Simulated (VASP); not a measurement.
# BN: single point with LDA

The system is BN.

```
CELL_PARAMETERS angstrom
2.54909 0.00000 0.00000
-1.27454 2.20757 0.00000
0.00000 0.00000 6.18944
ATOMIC_POSITIONS crystal
B 0.33333 0.66667 0.25000
B 0.66667 0.33333 0.75000
N 0.33333 0.66667 0.75000
N 0.66667 0.33333 0.25000
```

This cell differs from its parent crystal: volume 8.707 Å^3 an atom, c/a of the conventional cell 2.4281.

```
Program                : VASP 6.6.1
Task                   : single point
Functional             : LDA
Potentials or basis    : VASP PAW LDA potentials, release 64 (B, N)
Cutoff                 : 520 eV
k mesh                 : 12 × 12 × 4
Occupations            : gaussian, width 0.05 eV
Spin                   : no spin polarisation
Dipole correction      : no
Further INCAR settings : ALGO = Normal; EDIFF = 1e-06; NBANDS = 16
```

| Quantity | Value |
| --- | --- |
| Pressure | -16.0 GPa |
| Band gap on the k mesh | 3.85 eV, indirect (least direct gap 4.14 eV) |

Stress tensor (GPa, compression positive):
```
-24.72   0.00   0.00
  0.00 -24.72   0.00
  0.00   0.00   1.32
```

Levels at points of the mesh, in eV from the valence-band top:
```
           k point  band 4  band 5  band 6  band 7  band 8  band 9  band 10  band 11  band 12  band 13
(0.00, 0.00, 0.00)   -3.41   -1.49   -1.49   -1.40   -1.40    5.40    10.53    10.86    10.86    11.09
(0.50, 0.00, 0.00)   -8.63   -4.18   -4.04   -1.79   -0.29    3.85     5.70     9.02     9.20    12.41
(0.00, 0.00, 0.50)   -5.16   -1.45   -1.45   -1.45   -1.45    8.09     8.09    10.97    10.97    10.97
(0.50, 0.00, 0.50)   -8.72   -4.11   -4.11   -0.97   -0.97    4.37     4.37     9.33     9.33    13.28
```

Wall time 14 s on 1 thread of Intel(R) Xeon(R) Platinum 8488C (Sapphire Rapids), with other jobs on the host, peak memory 0.14 GiB.

 A k mesh can miss the band edges.
